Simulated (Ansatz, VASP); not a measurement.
# Two plane-wave programs on MgO

```xyz
4
Lattice="3.4864 0.0000 0.0000 -1.7432 3.0193 0.0000 0.0000 0.0000 4.1780" Properties=species:S:1:pos:R:3 pbc="T T T"
Mg    1.7432    1.0064    3.1335
Mg    0.0000    2.0129    1.0445
O     1.7432    1.0064    1.0445
O     0.0000    2.0129    3.1335
```

Alike in both runs: task single point; functional r2SCAN; k mesh 9 × 9 × 8; occupations gaussian, width 0.05 eV; no spin polarisation.

|  | VASP | Ansatz |
| --- | --- | --- |
| version | VASP 6.6.1 | Ansatz 0.2.0 |
| potentials or method | VASP PAW PBE potentials, release 64 (Mg_sv, O), cutoff 750 eV | scalar-relativistic, plane waves, PAW |
| valence electrons in the cell | 32 | 32 |

```tsv
	VASP	Ansatz	Ansatz less VASP
gap on the k mesh at the Fermi level (eV)	4.11	4.10	-0.008
pressure (GPa)	0.0	0.1	+0.06
traceless stress, the component that is largest in VASP (GPa)	0.20	0.29	+0.092
```

VASP's potentials were made for PBE, not for r2SCAN.
